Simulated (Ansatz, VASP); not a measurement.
# One calculation of TiAl3, two programs

The input INCAR:

```
PREC = Accurate ; ENCUT = 520
EDIFF = 1E-6 ; ISMEAR = 0
SIGMA = 0.15 ; LREAL = F
LASPH = T ; NELM = 100
ALGO = Fast ; ISIF = 2
LWAVE = F ; LCHARG = F
GGA = PE ; NBANDS = 18
```

Contents of KPOINTS:

```
Automatic mesh
0
Gamma
  14 14 14
```

File POSCAR:

```
TiAl3
1.0
   -1.7816539410      1.9931376289      4.3111351100
    1.7816539410     -1.9931376289      4.3111351100
    1.7816539410      1.9931376289     -4.3111351100
Ti Al
1 3
Direct
    0.0000000000      0.0000000000      0.0000000000
    0.5000000000      0.5000000000      0.0000000000
    0.7500000000      0.2500000000      0.5000000000
    0.2500000000      0.7500000000      0.5000000000
```

Input for Ansatz:

```yaml
crystal:
  lattice:
    - [-1.781653941, 1.9931376289, 4.31113511]
    - [1.781653941, -1.9931376289, 4.31113511]
    - [1.781653941, 1.9931376289, -4.31113511]
  atoms:
    - { symbol: Ti, position: [0.0, 0.0, 0.0] }
    - { symbol: Al, position: [0.5, 0.5, 0.0] }
    - { symbol: Al, position: [0.75, 0.25, 0.5] }
    - { symbol: Al, position: [0.25, 0.75, 0.5] }
basis:
  ecutwfc: 520.0
kpoints:
  mp_grid: { grid: [14, 14, 14] }
hamiltonian:
  xc: pbe
  pseudopotentials: { kind: paw, azcp: { folder: soft_1 } }
scf:
  occupations: { method: gaussian, width: 0.15 }
output:
  forces: true
  stress: true
  eigenvalues: true
```

Change from the starting cell: normal strain along x -0.0733, normal strain along y +0.0367.

Alike in both runs: task single point; functional PBE; k mesh 14 × 14 × 14; occupations gaussian, width 0.15 eV; no spin polarisation.

```csv
,VASP,Ansatz
version,VASP 6.6.1,Ansatz 0.2.0
potentials or method,"VASP PAW PBE potentials, release 64 (Ti_sv, Al), cutoff 520 eV","scalar-relativistic, plane waves, PAW"
valence electrons in the cell,21,21
```

```tsv
	VASP	Ansatz	Ansatz less VASP
gap on the k mesh at the Fermi level (eV)	none	none	-
pressure (GPa)	4.7	4.8	+0.02
traceless stress, the component that is largest in VASP (GPa)	6.19	6.17	-0.014
rms of the force components (eV/Å)	0.025	0.025	+0.0002
```

Atom by atom the forces differ by 0.000 eV/Å (rms over components). A gap of «none» marks a metal or a gap that the smearing closes.
